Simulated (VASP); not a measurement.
# Be4Ge3Pt (P-43m) in VASP: further runs

Runs on Be4Ge3Pt. Level: PBE. Tasks: single point, relaxation of cell and atoms.

All numbers are computed with VASP 6.6.1; they aren't measurements. Logs are shortened: lines on timing, memory, paths and dates and some standing lists are left out, and cuts for length are marked.

## 1. The cell of the first run

It takes space group P-43m (No. 215, cubic). Conventional cell: a = 4.842 Å, b = 4.842 Å, c = 4.842 Å, α = 90.00°, β = 90.00°, γ = 90.00°. Be (site symmetry 3m) has 1 Pt at 1.97 Å and 3 Ge at 2.06 Å within 2.6 Å. Ge (site symmetry -42m) has 4 Be at 2.06 Å and 2 Pt at 2.42 Å within 2.7 Å. Pt (site symmetry -43m) has 4 Be at 1.97 Å and 6 Ge at 2.42 Å within 2.6 Å.

## 2. Single point, PBE

Contents of INCAR:

```
SYSTEM = Be4Ge3Pt
PREC     = Accurate       ! precision mode
ENCUT    = 520            ! plane-wave cutoff, eV
EDIFF    = 1E-7           ! SCF threshold, eV
ISMEAR   = 0              ! smearing method
SIGMA    = 0.1            ! smearing width, eV
LREAL    = .False.        ! projectors in reciprocal space
LASPH    = .True.         ! aspherical terms in the spheres
NELM     = 100            ! most SCF steps
ALGO     = Fast           ! electronic algorithm
ISIF     = 2              ! what is computed and relaxed
LWAVE    = .False.        ! write WAVECAR
LCHARG   = .True.         ! write CHGCAR
GGA      = PE             ! functional
LELF     = .True.         ! ELF
LVHAR    = .True.       
NBANDS   = 40             ! bands
```

Contents of KPOINTS:

```
regular mesh
0
Gamma
  4 4 4
  0 0 0
```

Contents of POSCAR:

```
Be4Ge3Pt
1.0
    4.8419015290      0.0000000000      0.0000000000
    0.0000000000      4.8419015290      0.0000000000
    0.0000000000      0.0000000000      4.8419015290
Be Ge Pt
4 3 1
Direct
    0.2350000000      0.2350000000      0.2350000000
    0.2350000000      0.7650000000      0.7650000000
    0.7650000000      0.7650000000      0.2350000000
    0.7650000000      0.2350000000      0.7650000000
    0.5000000000      0.0000000000      0.0000000000
    0.0000000000      0.5000000000      0.0000000000
    0.0000000000      0.0000000000      0.5000000000
    0.0000000000      0.0000000000      0.0000000000
```

Potentials or basis: VASP PAW PBE potentials, release 64 (Be, Ge_d, Pt).

Command:

```sh
cat potpaw_PBE.64/Be/POTCAR potpaw_PBE.64/Ge_d/POTCAR potpaw_PBE.64/Pt/POTCAR > POTCAR
mpirun -np 1 vasp_std > vasp.out
```

OUTCAR:

```text
SYSTEM = Be4Ge3Pt
   PREC = Accurate
   ENCUT = 520
   EDIFF = 1E-7
   ISMEAR = 0
   LREAL = .False.
   LASPH = .True.
   NELM = 100
   ISIF = 2
   GGA = PE

 ion  position               nearest neighbor table
   1  0.235  0.235  0.235-   8 1.97   6 2.06   7 2.06   5 2.06
   2  0.235  0.765  0.765-   8 1.97   6 2.06   7 2.06   5 2.06
   3  0.765  0.765  0.235-   8 1.97   6 2.06   7 2.06   5 2.06
   4  0.765  0.235  0.765-   8 1.97   6 2.06   7 2.06   5 2.06
   5  0.500  0.000  0.000-   1 2.06   2 2.06   3 2.06   4 2.06   8 2.42   8 2.42
   6  0.000  0.500  0.000-   1 2.06   2 2.06   3 2.06   4 2.06   8 2.42   8 2.42
   7  0.000  0.000  0.500-   1 2.06   2 2.06   3 2.06   4 2.06   8 2.42   8 2.42
   8  0.000  0.000  0.000-   1 1.97   2 1.97   3 1.97   4 1.97   5 2.42   6 2.42   7 2.42   7 2.42
                             6 2.42   5 2.42

  LATTYP: Found a simple cubic cell.
 ALAT       =     4.8419015290

  Lattice vectors:

 A1 = (   4.8419015290,   0.0000000000,   0.0000000000)
 A2 = (   0.0000000000,   4.8419015290,   0.0000000000)
 A3 = (   0.0000000000,   0.0000000000,   4.8419015290)

Analysis of symmetry for initial positions (statically):
=====================================================================
 Subroutine PRICEL returns:
 Original cell was already a primitive cell.

 Routine SETGRP: Setting up the symmetry group for a
 simple cubic supercell.

 Subroutine GETGRP returns: Found 24 space group operations
 (whereof 24 operations were pure point group operations)
 out of a pool of 48 trial point group operations.

The static configuration has the point symmetry T_d .

Analysis of symmetry for dynamics (positions and initial velocities):
=====================================================================
 Subroutine PRICEL returns:
 Original cell was already a primitive cell.

 Routine SETGRP: Setting up the symmetry group for a
 simple cubic supercell.

 Subroutine GETGRP returns: Found 24 space group operations
 (whereof 24 operations were pure point group operations)
 out of a pool of 48 trial point group operations.

The dynamic configuration has the point symmetry T_d .

 Subroutine INISYM returns: Found 24 space group operations
 (whereof 24 operations are pure point group operations),
 and found     1 'primitive' translations

----------------------------------------------------------------------------------------

                                     Primitive cell

  volume of cell :     113.5136

  direct lattice vectors                    reciprocal lattice vectors
     4.841901529  0.000000000  0.000000000     0.206530429  0.000000000  0.000000000
     0.000000000  4.841901529  0.000000000     0.000000000  0.206530429  0.000000000
     0.000000000  0.000000000  4.841901529     0.000000000  0.000000000  0.206530429

  length of vectors
     4.841901529  4.841901529  4.841901529     0.206530429  0.206530429  0.206530429

  position of ions in fractional coordinates (direct lattice)
     0.235000000  0.235000000  0.235000000
     0.235000000  0.765000000  0.765000000
     0.765000000  0.765000000  0.235000000
     0.765000000  0.235000000  0.765000000
     0.500000000  0.000000000  0.000000000
     0.000000000  0.500000000  0.000000000
     0.000000000  0.000000000  0.500000000
     0.000000000  0.000000000  0.000000000

  ion indices of the primitive-cell ions
   primitive index   ion index
                 1           1
                 2           2
                 3           3
                 4           4
                 5           5
                 6           6
                 7           7
                 8           8

----------------------------------------------------------------------------------------

 KPOINTS: regular mesh

Automatic generation of k-mesh.
 Grid dimensions read from file:
 generate k-points for:    4    4    4

 Generating k-lattice:

  Cartesian coordinates                     Fractional coordinates (reciprocal lattice)
     0.051632607  0.000000000  0.000000000     0.250000000  0.000000000  0.000000000
     0.000000000  0.051632607  0.000000000     0.000000000  0.250000000  0.000000000
     0.000000000  0.000000000  0.051632607     0.000000000  0.000000000  0.250000000

  Length of vectors
     0.051632607  0.051632607  0.051632607

  Shift w.r.t. Gamma in fractional coordinates (k-lattice)
     0.000000000  0.000000000  0.000000000

 Subroutine IBZKPT returns following result:
 ===========================================

 Found     10 irreducible k-points:

 Following reciprocal coordinates:
            Coordinates               Weight
  0.000000  0.000000  0.000000      1.000000
  0.250000  0.000000  0.000000      6.000000
  0.500000  0.000000  0.000000      3.000000
  0.250000  0.250000  0.000000     12.000000
  0.500000  0.250000  0.000000     12.000000
  0.500000  0.500000  0.000000      3.000000
  0.250000  0.250000  0.250000      8.000000
  0.500000  0.250000  0.250000     12.000000
  0.500000  0.500000  0.250000      6.000000
  0.500000  0.500000  0.500000      1.000000
   k-points           NKPTS =     10   k-points in BZ     NKDIM =     10   number of bands    NBANDS=     40
   number of dos      NEDOS =    301   number of ions     NIONS =      8
   total plane-waves  NPLWV =  46656
   dimension x,y,z NGX =    36 NGY =   36 NGZ =   36
   dimension x,y,z NGXF=    72 NGYF=   72 NGZF=   72
   ions per type =               4   3   1
   NGX,Y,Z   is equivalent  to a cutoff of  12.36, 12.36, 12.36 a.u.
   NGXF,Y,Z  is equivalent  to a cutoff of  24.72, 24.72, 24.72 a.u.
 SYSTEM =  Be4Ge3Pt
   PREC   = accura    normal or accurate (medium, high low for compatibility)
   ISTART =      0    job   : 0-new  1-cont  2-samecut
   ICHARG =      2    charge: 1-file 2-atom 10-const
   ISPIN  =      1    spin polarized calculation?
   LNONCOLLINEAR =      F non collinear calculations
   LSORBIT =      F    spin-orbit coupling
   LASPH  =      T    aspherical Exc in radial PAW
   ENCUT  =  520.0 eV  38.22 Ry    6.18 a.u.   9.00  9.00  9.00*2*pi/ulx,y,z
   NELM   =    100;   NELMIN=  2; NELMDL= -5     # of ELM steps
   EDIFF  = 0.1E-06   stopping-criterion for ELM
   LREAL  =      F    real-space projection
   EDIFFG = 0.1E-05   stopping-criterion for IOM
   NSW    =      0    number of steps for IOM
   IBRION =     -1    ionic relax: 0-MD 1-quasi-New 2-CG
   NFREE  =      0    steps in history (QN), initial steepest desc. (CG)
   ISIF   =      2    stress and relaxation
   ISYM   =      2    0-nonsym 1-usesym 2-fastsym
   POTIM  = 0.5000    time-step for ionic-motion
   TEBEG  =    0.0;   TEEND  =   0.0 temperature during run
   PSTRESS=    0.0 pullay stress
   NELECT =      60.0000    total number of electrons
   NUPDOWN=      -1.0000    fix difference up-down
   EMIN   =  10.00;   EMAX   =-10.00  energy-range for DOS
   EFERMI =   0.00;   METHOD = LEGACY
   ISMEAR =     0;   SIGMA  =   0.10  broadening in eV -4-tet -1-fermi 0-gaus
   EFERMI_NEDOS =   21; number of points for ismear=-14 and -15
   IALGO  =     68    algorithm
   IMIX   =      4    mixing-type and parameters
     AMIX     =   0.40;   BMIX     =  1.00
     AMIX_MAG =   1.60;   BMIX_MAG =  1.00
  volume/ion in A,a.u.               =      14.19        95.75
  Fermi-wavevector in a.u.,A,eV,Ry     =   1.323659  2.501352 23.838385  1.752072
  Thomas-Fermi vector in A             =   2.453250
   LORBIT       =      0    0 simple, 1 ext, 2 COOP (PROOUT), +10 PAW based schemes
   GGA     = PE    functional components
   LHFCALC =     F    Hartree Fock is set to
   AEXX    =    0.0000 exact exchange contribution
   IVDW    =     0    specifies the selected vdW correction
   LEPSILON=     F    determine dielectric tensor
   LRPA    =     F    only Hartree local field effects (RPA)
 non-spin polarized calculation
 RMM-DIIS sequential band-by-band and
 Gauss-broadening in eV      SIGMA  =   0.10
  energy-cutoff  :      520.00
  volume of cell :      113.51
 maximum number of plane-waves:      3112
   NGX = 19   NGY = 19   NGZ = 19

 number of electron      59.9999890 magnetization

 Free energy of the ion-electron system (eV)
  ---------------------------------------------------
  ext. energy  EPLUGINS =         0.00000000
  ---------------------------------------------------
  free energy    TOTEN  =       -23.31942646 eV

  energy without entropy =      -23.29797690  energy(sigma->0) =      -23.30870168

 E-fermi :   5.9441     XC(G=0): -10.4220

 val. band max:        5.9088681222   @ k =   0.2500   0.0000   0.0000
 cond. band min:       5.9542647410   @ k =   0.5000   0.2500   0.2500
 fundamental gap:      0.0453966188
 Fermi energy:         5.9440541940

 k-point     1 :       0.0000    0.0000    0.0000
  band No.  band energies     occupation
      1     -18.2407      2.00000
      2     -18.2131      2.00000
      3     -18.2131      2.00000
      4     -18.1914      2.00000
      5     -18.1914      2.00000
      6     -18.1914      2.00000
[... 32 lines left out ...]
     39      11.5011      0.00000
     40      13.3331      0.00000

 k-point     2 :       0.2500    0.0000    0.0000
  band No.  band energies     occupation
      1     -18.2342      2.00000
      2     -18.2130      2.00000
      3     -18.2006      2.00000
      4     -18.1912      2.00000
      5     -18.1809      2.00000
      6     -18.1809      2.00000
[... 32 lines left out ...]
     39      12.2383      0.00000
     40      13.3677      0.00000

 k-point     3 :       0.5000    0.0000    0.0000
  band No.  band energies     occupation
      1     -18.2314      2.00000
      2     -18.2130      2.00000
      3     -18.1916      2.00000
      4     -18.1838      2.00000
      5     -18.1591      2.00000
      6     -18.1591      2.00000
[... 32 lines left out ...]
     39      13.7249      0.00000
     40      13.7342      0.00000

 k-point     4 :       0.2500    0.2500    0.0000
  band No.  band energies     occupation
      1     -18.2268      2.00000
      2     -18.2038      2.00000
      3     -18.1989      2.00000
      4     -18.1814      2.00000
      5     -18.1802      2.00000
      6     -18.1727      2.00000
[... 32 lines left out ...]
     39      12.5233      0.00000
     40      13.3427      0.00000

 k-point     5 :       0.5000    0.2500    0.0000
  band No.  band energies     occupation
      1     -18.2242      2.00000
      2     -18.2018      2.00000
      3     -18.1858      2.00000
      4     -18.1805      2.00000
      5     -18.1590      2.00000
      6     -18.1562      2.00000
[... 32 lines left out ...]
     39      13.1748      0.00000
     40      14.0106      0.00000

 k-point     6 :       0.5000    0.5000    0.0000
  band No.  band energies     occupation
      1     -18.2220      2.00000
      2     -18.1865      2.00000
      3     -18.1865      2.00000
      4     -18.1590      2.00000
      5     -18.1590      2.00000
      6     -18.1570      2.00000
[... 32 lines left out ...]
     39      13.6188      0.00000
     40      13.6475      0.00000

 k-point     7 :       0.2500    0.2500    0.2500
  band No.  band energies     occupation
      1     -18.2133      2.00000
      2     -18.1994      2.00000
      3     -18.1994      2.00000
      4     -18.1734      2.00000
      5     -18.1724      2.00000
      6     -18.1724      2.00000
[... 32 lines left out ...]
     39      12.1336      0.00000
     40      14.4081      0.00000

 k-point     8 :       0.5000    0.2500    0.2500
  band No.  band energies     occupation
      1     -18.2090      2.00000
      2     -18.1997      2.00000
      3     -18.1867      2.00000
      4     -18.1727      2.00000
      5     -18.1567      2.00000
      6     -18.1557      2.00000
[... 32 lines left out ...]
     39      12.7827      0.00000
     40      14.0642      0.00000

 k-point     9 :       0.5000    0.5000    0.2500
  band No.  band energies     occupation
      1     -18.2046      2.00000
      2     -18.1877      2.00000
      3     -18.1877      2.00000
      4     -18.1562      2.00000
      5     -18.1562      2.00000
      6     -18.1556      2.00000
[... 32 lines left out ...]
     39      12.8337      0.00000
     40      13.7887      0.00000

 k-point    10 :       0.5000    0.5000    0.5000
  band No.  band energies     occupation
      1     -18.1887      2.00000
      2     -18.1887      2.00000
      3     -18.1887      2.00000
      4     -18.1542      2.00000
      5     -18.1542      2.00000
      6     -18.1542      2.00000
[... 32 lines left out ...]
     39      12.1872      0.00000
     40      13.1145      0.00000

------------------------ aborting loop because EDIFF is reached ----------------------------------------

  FORCE on cell =-STRESS in cart. coord.  units (eV):
  Direction    XX          YY          ZZ          XY          YZ          ZX
  --------------------------------------------------------------------------------------
  -------------------------------------------------------------------------------------
  Total       36.4260977     36.4260977     36.4260977     -0.0000000     -0.0000000      0.0000000
  in kB      514.1328722    514.1328722    514.1328722     -0.0000000     -0.0000000      0.0000000
  external PRESSURE =     514.1328722 kB  Pullay stress =       0.0000000 kB

 VOLUME and BASIS-vectors are now :
 -----------------------------------------------------------------------------
  energy-cutoff  :      520.00
  volume of cell :      113.51
      direct lattice vectors                 reciprocal lattice vectors
     4.841901529  0.000000000  0.000000000     0.206530429  0.000000000  0.000000000
     0.000000000  4.841901529  0.000000000     0.000000000  0.206530429  0.000000000
     0.000000000  0.000000000  4.841901529     0.000000000  0.000000000  0.206530429

 POSITION                                       TOTAL-FORCE (eV/Angst)
 -----------------------------------------------------------------------------------
      1.13785      1.13785      1.13785         3.018123      3.018123      3.018123
      1.13785      3.70405      3.70405         3.018123     -3.018123     -3.018123
      3.70405      3.70405      1.13785        -3.018123     -3.018123      3.018123
      3.70405      1.13785      3.70405        -3.018123      3.018123     -3.018123
      2.42095      0.00000      0.00000        -0.000000     -0.000000      0.000000
      0.00000      2.42095      0.00000        -0.000000     -0.000000      0.000000
      0.00000      0.00000      2.42095        -0.000000      0.000000      0.000000
      0.00000      0.00000      0.00000        -0.000000     -0.000000      0.000000
 -----------------------------------------------------------------------------------
    total drift:                               -0.000000     -0.000000     -0.000000

  FREE ENERGIE OF THE ION-ELECTRON SYSTEM (eV)
  ---------------------------------------------------
  free  energy   TOTEN  =       -23.3194264580 eV

  energy  without entropy=      -23.2979768975  energy(sigma->0) =      -23.30870168
```

Run time: 89 s. Hardware: 1 thread of Oxide Virtual Turin-like, shared host; peak memory 0.19 GiB.

Results:

```
Free energy            : -23.3194 eV
Pressure               : 51.4 GPa
Largest force          : 5.228 eV/Å
Band gap on the k mesh : zero (band 30 reaches 7.10 eV, above the bottom of band 31 at 5.34 eV)
```

Forces in eV/Å, atoms in the order of the input:
```
Be   3.018  3.018  3.018
Be   3.018 -3.018 -3.018
Be  -3.018 -3.018  3.018
Be  -3.018  3.018 -3.018
Ge   0.000  0.000  0.000
Ge   0.000  0.000  0.000
Ge   0.000  0.000  0.000
Pt   0.000  0.000  0.000
```

Caveat: spin-orbit coupling is left out, which moves the levels of the heavy elements; forces of over 1 eV/Å act on the atoms, so gaps and moduli don't describe the material at rest.

## 3. Single point, PBE

This run uses another cell than the first one, of 15.55 Å³/atom, 1.096 times its volume.

Contents of INCAR:

```
  PREC = Accurate
  ENCUT = 520
  EDIFF = 1E-7
  ISMEAR = 0
  SIGMA = 0.1
  LREAL = F
  LASPH = T
  NELM = 100
  ALGO = Normal
  ISIF = 2
  LWAVE = F
  LCHARG = F
  GGA = PE
  NBANDS = 40
```

Contents of KPOINTS:

```
Automatic mesh
0
Gamma
  4 4 4
```

Contents of POSCAR:

```
Be4Ge3Pt
1.0
    4.9924051085      0.0000000000      0.0000000000
    0.0000000000      4.9924051085      0.0000000000
    0.0000000000      0.0000000000      4.9924051085
Be Ge Pt
4 3 1
Direct
    0.3328549626      0.3328549626      0.3328549626
    0.3328549626      0.6671450374      0.6671450374
    0.6671450374      0.6671450374      0.3328549626
    0.6671450374      0.3328549626      0.6671450374
    0.5000000000      0.0000000000      0.0000000000
    0.0000000000      0.5000000000      0.0000000000
    0.0000000000      0.0000000000      0.5000000000
    0.0000000000      0.0000000000      0.0000000000
```

Potentials or basis: VASP PAW PBE potentials, release 64 (Be, Ge_d, Pt).

Command:

```sh
cat potpaw_PBE.64/Be/POTCAR potpaw_PBE.64/Ge_d/POTCAR potpaw_PBE.64/Pt/POTCAR > POTCAR
mpirun -np 1 vasp_std > vasp.out
```

Wall time 77 s (1 thread of Oxide Virtual Turin-like, shared host); peak memory 0.22 GiB.

Results (log left out):

```
Free energy            : -30.2959 eV
Pressure               : 0.1 GPa
Band gap on the k mesh : zero (band 30 reaches 7.56 eV, above the bottom of band 31 at 4.90 eV)
```

Levels at points of the mesh, in eV from the Fermi level:
```tsv
k point	band 26	band 27	band 28	band 29	band 30	band 31	band 32	band 33	band 34	band 35
(0.00, 0.00, 0.00)	-1.69	-1.69	-0.28	-0.28	-0.28	0.30	0.30	0.30	2.07	2.46
(0.50, 0.00, 0.00)	-2.24	-1.32	-1.24	-0.90	-0.90	-0.38	0.95	0.95	2.68	2.68
(0.50, 0.50, 0.00)	-2.31	-1.97	-0.81	-0.69	-0.17	-0.17	0.23	1.41	3.53	3.53
(0.50, 0.50, 0.50)	-2.06	-2.06	-2.06	2.12	2.12	2.12	3.32	3.88	3.88	4.12
```

Caveat: spin-orbit coupling is left out, which moves the levels of the heavy elements.

(Part 1 of 2 ends here.)
